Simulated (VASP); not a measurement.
# NaI in VASP: notebook

The runs below take NaI through single point, with PBE, r2SCAN.

Program: VASP 6.6.1. These are calculated values, not measurements. Logs are shortened: lines on timing, memory, paths and dates and some standing lists are left out, and cuts for length are marked.

### 1 The cell of the first run

Symmetry: I4/mmm, No. 139, tetragonal system. Conventional cell: a = 4.568 Å, b = 4.568 Å, c = 6.524 Å, α = 90.00°, β = 90.00°, γ = 90.00°. Within 4.2 Å of Na (site symmetry 4/mmm) lie 6 I at 3.23 to 3.26 Å. Within 4.2 Å of I (site symmetry 4/mmm) lie 6 Na at 3.23 to 3.26 Å.

### 2 Single point, PBE (uniaxial z strain +1.0%)

INCAR

```
PREC = Accurate
ENCUT = 520
EDIFF = 1E-6
ISMEAR = 0
SIGMA = 0.01
LREAL = False
LASPH = True
NELM = 60
ALGO = Normal
ISIF = 2
LWAVE = False
LCHARG = True
GGA = PE
LELF = True
LVHAR = True
NBANDS = 14
```

KPOINTS

```
Automatic mesh
0
Gamma
  4 4 4
```

POSCAR

```
NaI
1.0
    0.0000000000      3.2297205588      3.2620177644
    3.2297205588      0.0000000000      3.2620177644
    3.2297205588      3.2297205588      0.0000000000
Na I
1 1
Direct
    0.0000000000      0.0000000000      0.0000000000
    0.5000000000      0.5000000000      0.5000000000
```

Potentials or basis: VASP PAW PBE potentials, release 64 (Na_pv, I).

Run with:

```
$ cat potpaw_PBE.64/Na_pv/POTCAR potpaw_PBE.64/I/POTCAR > POTCAR
$ mpirun -np 1 vasp_std > vasp.out
```

OUTCAR:

```text
PREC = Accurate
   ENCUT = 520
   EDIFF = 1E-6
   ISMEAR = 0
   LREAL = False
   LASPH = True
   NELM = 60
   ISIF = 2
   GGA = PE

 ion  position               nearest neighbor table
   1  0.000  0.000  0.000-
   2  0.500  0.500  0.500-

  LATTYP: Found a body centered tetragonal cell.
 ALAT       =     4.5675146169
 C/A-ratio  =     1.4283556980

  Lattice vectors:

 A1 = (  -3.2297205588,   0.0000000000,   3.2620177644)
 A2 = (   3.2297205588,   0.0000000000,   3.2620177644)
 A3 = (   0.0000000000,   3.2297205588,  -3.2620177644)

Analysis of symmetry for initial positions (statically):
=====================================================================
 Subroutine PRICEL returns:
 Original cell was already a primitive cell.

 Routine SETGRP: Setting up the symmetry group for a
 body centered tetragonal supercell.

 Subroutine GETGRP returns: Found 16 space group operations
 (whereof 16 operations were pure point group operations)
 out of a pool of 16 trial point group operations.

The static configuration has the point symmetry D_4h.

Analysis of symmetry for dynamics (positions and initial velocities):
=====================================================================
 Subroutine PRICEL returns:
 Original cell was already a primitive cell.

 Routine SETGRP: Setting up the symmetry group for a
 body centered tetragonal supercell.

 Subroutine GETGRP returns: Found 16 space group operations
 (whereof 16 operations were pure point group operations)
 out of a pool of 16 trial point group operations.

The dynamic configuration has the point symmetry D_4h.

 Subroutine INISYM returns: Found 16 space group operations
 (whereof 16 operations are pure point group operations),
 and found     1 'primitive' translations

----------------------------------------------------------------------------------------

                                     Primitive cell

  volume of cell :      68.0528

  direct lattice vectors                    reciprocal lattice vectors
     0.000000000  3.229720559  3.262017764    -0.154812155  0.154812155  0.153279361
     3.229720559  0.000000000  3.262017764     0.154812155 -0.154812155  0.153279361
     3.229720559  3.229720559  0.000000000     0.154812155  0.154812155 -0.153279361

  length of vectors
     4.590409000  4.590409000  4.567514617     0.267260490  0.267260490  0.267260490

  position of ions in fractional coordinates (direct lattice)
     0.000000000  0.000000000  0.000000000
     0.500000000  0.500000000  0.500000000

[... 75 lines left out ...]
   NELECT =      14.0000    total number of electrons
   NUPDOWN=      -1.0000    fix difference up-down
   EMIN   =  10.00;   EMAX   =-10.00  energy-range for DOS
   EFERMI =   0.00;   METHOD = LEGACY
   ISMEAR =     0;   SIGMA  =   0.01  broadening in eV -4-tet -1-fermi 0-gaus
   EFERMI_NEDOS =   21; number of points for ismear=-14 and -15
   IALGO  =     38    algorithm
   IMIX   =      4    mixing-type and parameters
     AMIX     =   0.40;   BMIX     =  1.00
     AMIX_MAG =   1.60;   BMIX_MAG =  1.00
  volume/ion in A,a.u.               =      34.03       229.62
  Fermi-wavevector in a.u.,A,eV,Ry     =   0.966426  1.826281 12.707568  0.933980
  Thomas-Fermi vector in A             =   2.096227
   LORBIT       =      0    0 simple, 1 ext, 2 COOP (PROOUT), +10 PAW based schemes
   GGA     = PE    functional components
   LHFCALC =     F    Hartree Fock is set to
   AEXX    =    0.0000 exact exchange contribution
   IVDW    =     0    specifies the selected vdW correction
   LEPSILON=     F    determine dielectric tensor
   LRPA    =     F    only Hartree local field effects (RPA)
 non-spin polarized calculation
 Gauss-broadening in eV      SIGMA  =   0.01
  energy-cutoff  :      520.00
  volume of cell :       68.05
 maximum number of plane-waves:      1847
 NGX is ok and might be reduce to    36
   NGX = 17   NGY = 17   NGZ = 17

 number of electron      13.9999993 magnetization

 Free energy of the ion-electron system (eV)
  ---------------------------------------------------
  ext. energy  EPLUGINS =         0.00000000
  ---------------------------------------------------
  free energy    TOTEN  =        -5.37977457 eV

  energy without entropy =       -5.37977457  energy(sigma->0) =       -5.37977457

 E-fermi :   0.9116     XC(G=0):  -7.6871

 val. band max:        0.7933470943   @ k =   0.0000   0.0000   0.0000
 cond. band min:       4.4144755101   @ k =   0.0000   0.0000   0.0000
 fundamental gap:      3.6211284158
 Fermi energy:         0.9116425620

 k-point     1 :       0.0000    0.0000    0.0000
  band No.  band energies     occupation
      1     -21.6670      2.00000
      2     -21.6661      2.00000
      3     -21.6661      2.00000
      4     -10.2212      2.00000
      5       0.7816      2.00000
      6       0.7816      2.00000
      7       0.7933      2.00000
      8       4.4145      0.00000
      9       8.6697      0.00000
     10       8.7348      0.00000
     11       8.7348      0.00000
     12      10.4689      0.00000
     13      10.5791      0.00000
     14      11.2177      0.00000
[... 190 lines left out ...]
      1     -21.6689      2.00000
      2     -21.6689      2.00000
      3     -21.6687      2.00000
      4      -9.8235      2.00000
      5      -0.6211      2.00000
      6      -0.6210      2.00000
      7      -0.1196      2.00000
      8       6.5607      0.00000
      9       8.2400      0.00000
     10       8.2400      0.00000
     11       8.6447      0.00000
     12      12.7647      0.00000
     13      12.7648      0.00000
     14      13.5366      0.00000

------------------------ aborting loop because EDIFF is reached ----------------------------------------

  FORCE on cell =-STRESS in cart. coord.  units (eV):
  Direction    XX          YY          ZZ          XY          YZ          ZX
  --------------------------------------------------------------------------------------
  -------------------------------------------------------------------------------------
  Total        0.2137982      0.2137982      0.1097075      0.0000000      0.0000000     -0.0000000
  in kB        5.0334800      5.0334800      2.5828584      0.0000000      0.0000000     -0.0000000
  external PRESSURE =       4.2166061 kB  Pullay stress =       0.0000000 kB

 VOLUME and BASIS-vectors are now :
 -----------------------------------------------------------------------------
  energy-cutoff  :      520.00
  volume of cell :       68.05
      direct lattice vectors                 reciprocal lattice vectors
     0.000000000  3.229720559  3.262017764    -0.154812155  0.154812155  0.153279361
     3.229720559  0.000000000  3.262017764     0.154812155 -0.154812155  0.153279361
     3.229720559  3.229720559  0.000000000     0.154812155  0.154812155 -0.153279361

 POSITION                                       TOTAL-FORCE (eV/Angst)
 -----------------------------------------------------------------------------------
      0.00000      0.00000      0.00000        -0.000000      0.000000     -0.000000
      3.22972      3.22972      3.26202         0.000000     -0.000000      0.000000
 -----------------------------------------------------------------------------------
    total drift:                                0.000000      0.000000      0.000000

  FREE ENERGIE OF THE ION-ELECTRON SYSTEM (eV)
  ---------------------------------------------------
  free  energy   TOTEN  =        -5.3797745653 eV

  energy  without entropy=       -5.3797745653  energy(sigma->0) =       -5.37977457
```

stdout:

```text
POSCAR found type information on POSCAR NaI
 POSCAR found :  2 types and       2 ions
 scaLAPACK will be used
 LDA part: xc-table for (Slater+PW92), standard interpolation
 POSCAR, INCAR and KPOINTS ok, starting setup
 FFT: planning ... GRIDC
 FFT: planning ... GRID_SOFT
 FFT: planning ... GRID
 WAVECAR not read
 entering main loop
```

Wall time 26 s (1 thread of Intel Xeon 8259CL, shared host); peak memory 0.2 GiB.

Results:

* Free energy: -5.3798 eV
* Pressure: 0.4 GPa
* Band gap on the k mesh: 3.62 eV

Stress tensor (GPa, compression positive):
```
0.50 0.00 0.00
0.00 0.50 0.00
0.00 0.00 0.26
```

Caveat: the cell differs from its parent crystal (uniaxial z strain +1.0%); spin-orbit coupling is left out, which moves the levels of the heavy elements.

### 3 Single point, PBE

This run uses another cell than the first one, of 33.69 Å³/atom.

INCAR

```
SYSTEM = NaI
PREC = Accurate
ENCUT = 520
EDIFF = 1E-7
ISMEAR = -1
SIGMA = 0.02
LREAL = .False.
LASPH = .True.
NELM = 80
ALGO = Normal
ISIF = 2
LWAVE = .False.
LCHARG = .False.
GGA = PE
NBANDS = 14
```

KPOINTS

```
regular mesh
0
Gamma
  8 8 8
  0 0 0
```

POSCAR

```
NaI
1.0
    0.0000000000      3.2297205588      3.2297205588
    3.2297205588      0.0000000000      3.2297205588
    3.2297205588      3.2297205588      0.0000000000
Na I
1 1
Direct
    0.0000000000      0.0000000000      0.0000000000
    0.5000000000      0.5000000000      0.5000000000
```

Potentials or basis: VASP PAW PBE potentials, release 64 (Na_pv, I).

Run with:

```
$ cat potpaw_PBE.64/Na_pv/POTCAR potpaw_PBE.64/I/POTCAR > POTCAR
$ mpirun -np 1 vasp_std > vasp.out
```

It took 51 s on 1 thread of Intel Xeon 8259CL, shared host; peak memory 0.21 GiB.

The run converged. Its results:

```yaml
Free_energy: -5.3838 eV
Pressure: 0.5 GPa
Band_gap_on_the_k_mesh: 3.66 eV
```

Levels at points of the mesh, in eV from the valence-band top:
| k point | band 4 | band 5 | band 6 | band 7 | band 8 | band 9 | band 10 | band 11 |
| --- | --- | --- | --- | --- | --- | --- | --- | --- |
| (0.00, 0.00, 0.00) | -11.03 | 0.00 | 0.00 | 0.00 | 3.66 | 7.93 | 7.93 | 7.93 |
| (0.50, 0.00, 0.00) | -10.71 | -2.20 | -0.29 | -0.29 | 5.09 | 7.45 | 7.45 | 8.78 |
| (0.50, 0.50, 0.00) | -10.64 | -1.92 | -0.75 | -0.75 | 4.50 | 5.54 | 9.91 | 11.34 |

Caveat: spin-orbit coupling is left out, which moves the levels of the heavy elements.

### 4 Single point, PBE (uniaxial z strain +1.0%)

INCAR

```
SYSTEM = NaI
PREC = Accurate
ENCUT = 520
EDIFF = 1E-7
ISMEAR = -1
SIGMA = 0.02
LREAL = .FALSE.
LASPH = .TRUE.
NELM = 60
ALGO = Normal
ISIF = 2
LWAVE = .FALSE.
LCHARG = .FALSE.
GGA = PE
NBANDS = 14
```

KPOINTS

```
Automatic mesh
0
G
  8 8 8
  0 0 0
```

POSCAR

```
NaI
1.0
    0.0000000000      3.2297205588      3.2620177644
    3.2297205588      0.0000000000      3.2620177644
    3.2297205588      3.2297205588      0.0000000000
Na I
1 1
Direct
    0.0000000000      0.0000000000      0.0000000000
    0.5000000000      0.5000000000      0.5000000000
```

Potentials or basis: VASP PAW PBE potentials, release 64 (Na_pv, I).

Run with:

```
$ cat potpaw_PBE.64/Na_pv/POTCAR potpaw_PBE.64/I/POTCAR > POTCAR
$ mpirun -np 1 vasp_std > vasp.out
```

OUTCAR:

```text
SYSTEM = NaI
   PREC = Accurate
   ENCUT = 520
   EDIFF = 1E-7
   ISMEAR = -1
   LREAL = .FALSE.
   LASPH = .TRUE.
   NELM = 60
   ISIF = 2
   GGA = PE

 ion  position               nearest neighbor table
   1  0.000  0.000  0.000-
   2  0.500  0.500  0.500-

  LATTYP: Found a body centered tetragonal cell.
 ALAT       =     4.5675146169
 C/A-ratio  =     1.4283556980

  Lattice vectors:

 A1 = (  -3.2297205588,   0.0000000000,   3.2620177644)
 A2 = (   3.2297205588,   0.0000000000,   3.2620177644)
 A3 = (   0.0000000000,   3.2297205588,  -3.2620177644)

Analysis of symmetry for initial positions (statically):
=====================================================================
 Subroutine PRICEL returns:
 Original cell was already a primitive cell.

 Routine SETGRP: Setting up the symmetry group for a
 body centered tetragonal supercell.

 Subroutine GETGRP returns: Found 16 space group operations
 (whereof 16 operations were pure point group operations)
 out of a pool of 16 trial point group operations.

The static configuration has the point symmetry D_4h.

Analysis of symmetry for dynamics (positions and initial velocities):
=====================================================================
 Subroutine PRICEL returns:
 Original cell was already a primitive cell.

 Routine SETGRP: Setting up the symmetry group for a
 body centered tetragonal supercell.

 Subroutine GETGRP returns: Found 16 space group operations
 (whereof 16 operations were pure point group operations)
 out of a pool of 16 trial point group operations.

The dynamic configuration has the point symmetry D_4h.

 Subroutine INISYM returns: Found 16 space group operations
 (whereof 16 operations are pure point group operations),
 and found     1 'primitive' translations

----------------------------------------------------------------------------------------

                                     Primitive cell

  volume of cell :      68.0528

[... 111 lines left out ...]
  Thomas-Fermi vector in A             =   2.096227
   LORBIT       =      0    0 simple, 1 ext, 2 COOP (PROOUT), +10 PAW based schemes
   GGA     = PE    functional components
   LHFCALC =     F    Hartree Fock is set to
   AEXX    =    0.0000 exact exchange contribution
   IVDW    =     0    specifies the selected vdW correction
   LEPSILON=     F    determine dielectric tensor
   LRPA    =     F    only Hartree local field effects (RPA)
 non-spin polarized calculation
  energy-cutoff  :      520.00
  volume of cell :       68.05
 maximum number of plane-waves:      1852
 NGX is ok and might be reduce to    36
   NGX = 17   NGY = 17   NGZ = 17

 number of electron      13.9999993 magnetization

 Free energy of the ion-electron system (eV)
  ---------------------------------------------------
  ext. energy  EPLUGINS =         0.00000000
  ---------------------------------------------------
  free energy    TOTEN  =        -5.38536805 eV

  energy without entropy =       -5.38536805  energy(sigma->0) =       -5.38536805

 E-fermi :   1.2288     XC(G=0):  -7.6894

 val. band max:        0.7883093109   @ k =   0.0000   0.0000   0.0000
 cond. band min:       4.4115224711   @ k =   0.0000   0.0000   0.0000
 fundamental gap:      3.6232131603
 Fermi energy:         1.2288173668

 k-point     1 :       0.0000    0.0000    0.0000
  band No.  band energies     occupation
      1     -21.6632      2.00000
      2     -21.6623      2.00000
      3     -21.6623      2.00000
      4     -10.2274      2.00000
      5       0.7766      2.00000
      6       0.7766      2.00000
      7       0.7883      2.00000
      8       4.4115      0.00000
      9       8.6671      0.00000
     10       8.7323      0.00000
     11       8.7323      0.00000
     12      10.4667      0.00000
     13      10.5768      0.00000
     14      11.2141      0.00000
[... 377 lines left out ...]
      1     -21.6663      2.00000
      2     -21.6635      2.00000
      3     -21.6628      2.00000
      4      -9.9761      2.00000
      5      -0.9340      2.00000
      6       0.4044      2.00000
      7       0.4354      2.00000
      8       6.2286      0.00000
      9       7.8650      0.00000
     10       8.3363      0.00000
     11       8.8577      0.00000
     12      10.7954      0.00000
     13      11.8669      0.00000
     14      11.9305      0.00000

 [... further k-points ...]
[... 5 lines left out ...]
  --------------------------------------------------------------------------------------
  -------------------------------------------------------------------------------------
  Total        0.1913088      0.1913088      0.0879049      0.0000000     -0.0000000      0.0000000
  in kB        4.5040097      4.5040097      2.0695571      0.0000000     -0.0000000      0.0000000
  external PRESSURE =       3.6925255 kB  Pullay stress =       0.0000000 kB

 VOLUME and BASIS-vectors are now :
 -----------------------------------------------------------------------------
  energy-cutoff  :      520.00
  volume of cell :       68.05
      direct lattice vectors                 reciprocal lattice vectors
     0.000000000  3.229720559  3.262017764    -0.154812155  0.154812155  0.153279361
     3.229720559  0.000000000  3.262017764     0.154812155 -0.154812155  0.153279361
     3.229720559  3.229720559  0.000000000     0.154812155  0.154812155 -0.153279361

 POSITION                                       TOTAL-FORCE (eV/Angst)
 -----------------------------------------------------------------------------------
      0.00000      0.00000      0.00000        -0.000000      0.000000      0.000000
      3.22972      3.22972      3.26202         0.000000     -0.000000     -0.000000
 -----------------------------------------------------------------------------------
    total drift:                                0.000000      0.000000      0.000000

  FREE ENERGIE OF THE ION-ELECTRON SYSTEM (eV)
  ---------------------------------------------------
  free  energy   TOTEN  =        -5.3853680547 eV

  energy  without entropy=       -5.3853680547  energy(sigma->0) =       -5.38536805
```

stdout:

```text
POSCAR found type information on POSCAR NaI
 POSCAR found :  2 types and       2 ions
 scaLAPACK will be used
 LDA part: xc-table for (Slater+PW92), standard interpolation
 POSCAR, INCAR and KPOINTS ok, starting setup
 FFT: planning ... GRIDC
 FFT: planning ... GRID_SOFT
 FFT: planning ... GRID
 WAVECAR not read
 entering main loop
```

Run time: 91 s. Hardware: 1 thread of Intel Xeon 8259CL, shared host; peak memory 0.23 GiB.

Results:

```yaml
Free_energy: -5.3854 eV
Pressure: 0.4 GPa
Band_gap_on_the_k_mesh: 3.62 eV
```

Stress tensor (GPa, compression positive):
```
0.45 0.00 0.00
0.00 0.45 0.00
0.00 0.00 0.21
```

Caveat: the cell differs from its parent crystal (uniaxial z strain +1.0%); spin-orbit coupling is left out, which moves the levels of the heavy elements.

### 5 Single point, r2SCAN (uniaxial z strain +1.0%)

POSCAR is that of step 4.

INCAR.step1

```
  PREC = Accurate
  ENCUT = 520
  ISMEAR = 0
  SIGMA = 0.01
  LREAL = F
  LASPH = T
  NELM = 100
  NBANDS = 14
  GGA = PE
  ALGO = Normal
  EDIFF = 1E-4
  LWAVE = T
  LCHARG = F
```

INCAR.step2

```
  PREC = Accurate
  ENCUT = 520
  EDIFF = 1E-7
  ISMEAR = 0
  SIGMA = 0.01
  LREAL = F
  LASPH = T
  NELM = 100
  ALGO = Normal
  ISIF = 2
  LWAVE = F
  LCHARG = F
  METAGGA = R2SCAN
  LMIXTAU = T
  NBANDS = 14
  ISTART = 1
```

KPOINTS

```
regular mesh
0
Gamma
  8 8 8
```

Run with:

```
$ cat potpaw_PBE.64/Na_pv/POTCAR potpaw_PBE.64/I/POTCAR > POTCAR
$ cp INCAR.step1 INCAR
$ mpirun -np 1 vasp_std > vasp.out
$ cp INCAR.step2 INCAR
$ mpirun -np 1 vasp_std > vasp.out
```

Run time: 7 min. Hardware: 1 thread of Intel Xeon 8259CL, shared host; peak memory 0.25 GiB.

The run converged. Its results:

| Item | Value |
| --- | --- |
| Free energy | -31.0848 eV |
| Pressure | -0.2 GPa |
| Band gap on the k mesh | 4.42 eV |

Stress tensor (GPa, compression positive):
```
-0.15  0.00  0.00
 0.00 -0.15  0.00
 0.00  0.00 -0.41
```

Levels at points of the mesh, in eV from the valence-band top:
| k point | band 4 | band 5 | band 6 | band 7 | band 8 | band 9 | band 10 | band 11 |
| --- | --- | --- | --- | --- | --- | --- | --- | --- |
| (0.00, 0.00, 0.00) | -11.34 | -0.01 | -0.01 | 0.00 | 4.42 | 8.42 | 8.49 | 8.49 |
| (0.50, 0.00, 0.00) | -11.01 | -2.18 | -0.31 | -0.29 | 5.68 | 8.02 | 8.10 | 9.74 |
| (0.50, 0.50, 0.00) | -10.94 | -1.93 | -0.75 | -0.75 | 5.23 | 6.04 | 10.65 | 12.15 |
| (0.50, 0.00, 0.50) | -10.93 | -1.93 | -0.79 | -0.75 | 5.21 | 6.01 | 10.72 | 12.15 |

Caveat: the cell differs from its parent crystal (uniaxial z strain +1.0%); the PAW data sets were made with another functional, which shifts forces and pressure a little; spin-orbit coupling is left out, which moves the levels of the heavy elements.

### 6 Summary

| level | cell | k mesh | smearing | gap on the mesh (eV) | pressure (GPa) |
| --- | --- | --- | --- | --- | --- |
| PBE | a = 4.590, b = 4.590, c = 4.568 Å, angles 60.2, 60.2, 59.7°, 2 atoms | 4 × 4 × 4 | gaussian 0.01 eV | 3.62 | 0.4 |
| PBE | a = 4.568 Å, angles 60.0°, 2 atoms | 8 × 8 × 8 | fermi-dirac 0.02 eV | 3.66 | 0.5 |
| PBE | a = 4.590, b = 4.590, c = 4.568 Å, angles 60.2, 60.2, 59.7°, 2 atoms | 8 × 8 × 8 | fermi-dirac 0.02 eV | 3.62 | 0.4 |
| r2SCAN | a = 4.590, b = 4.590, c = 4.568 Å, angles 60.2, 60.2, 59.7°, 2 atoms | 8 × 8 × 8 | gaussian 0.01 eV | 4.42 | -0.2 |

Alike in all rows: task single point; potentials or basis VASP PAW PBE potentials, release 64 (Na_pv, I); no spin polarisation; cutoff (eV) 520.

Caveats: spin-orbit coupling is left out, which moves the levels of the heavy elements; the PAW data sets were made with another functional, which shifts forces and pressure a little (at least some runs).

Absolute energies hang on the potentials; compare differences alone.
